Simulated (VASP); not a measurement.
Here is a VASP 6.6.1 calculation.

INCAR

```
SYSTEM = EuS
AGGAC = 1.0
AGGAX = 1.0
ALDAC = 0.0
ALDAX = 1.0
ALGO = Normal
EDIFF = 1E-6
ENCUT = 600
GGA = B5
GGA_COMPAT = .False.
ISIF = 2
ISMEAR = -1
ISPIN = 2
IVDW = 13
LASPH = .True.
LCHARG = .True.
LELF = .True.
LMAXMIX = 6
LORBIT = 11
LREAL = .False.
LVHAR = .True.
LWAVE = .False.
MAGMOM = 7 0
NBANDS = 22
NELM = 200
PREC = Accurate
SIGMA = 0.05
VDW_A1 = 0.44488865
VDW_A2 = 4.0933009
VDW_S6 = 1.0
VDW_S8 = 2.34076671
```

The input KPOINTS:

```
k-points
0
Gamma
  8 8 8
  0 0 0
```

File POSCAR:

```
EuS
1.0
    0.0000000000      2.9200852182      2.9200852182
    2.9200852182      0.0000000000      2.9200852182
    2.9200852182      2.9200852182      0.0000000000
Eu S
1 1
Direct
    0.0000000000      0.0000000000      0.0000000000
    0.5000000000      0.5000000000      0.5000000000
```

Potentials or basis: VASP PAW PBE potentials, release 64 (Eu, S).

Launch:

```sh
$ cat potpaw_PBE.64/Eu/POTCAR potpaw_PBE.64/S/POTCAR > POTCAR
$ mpirun -np 1 vasp_std > vasp.out
```

Problem. Predict the net moment.

Solution. 6.95 μB per cell.

Problem. Predict the dispersion energy per atom.

Solution. -0.559 eV.

Problem. Estimate the site moments.

Solution. Eu +6.59; S -0.06 μB.

Caveat: the PAW data sets were made with another functional, which shifts forces and pressure a little; spin-orbit coupling is left out, which moves the levels of the heavy elements; a cell with one magnetic atom can't hold antiferromagnetic order, which such compounds often take; semilocal functionals describe open f shells poorly, which spoils levels, moments and volumes. The state reached can hang on the start; a lower one may exist.

**Measured values to compare with.**

From “Crystal-field mediated electronic transitions of EuS up to 35 GPa”, 2022, pmc:8786971, for a powder of EuS at 300 K: band gap 1.72 eV (optical).

A measured gap of EuS is 1.72 eV (optical; 300 K; powder; “Crystal-field mediated electronic transitions of EuS up to 35 GPa”, 2022, pmc:8786971); the calculated 0.00 eV misses it by -1.72 eV. So large a miss can be the level of theory's own, or it may mean another phase, state or a wrong row. Spin-orbit coupling on Eu is left out. The value is that of BLYP+D4 on a finite k mesh, which can miss the band edges, without temperature or zero-point motion. Semilocal functionals fall short of measured gaps as a rule. The run's magnetic order (collinear spin, ferromagnetic start) needn't be the measured crystal's.
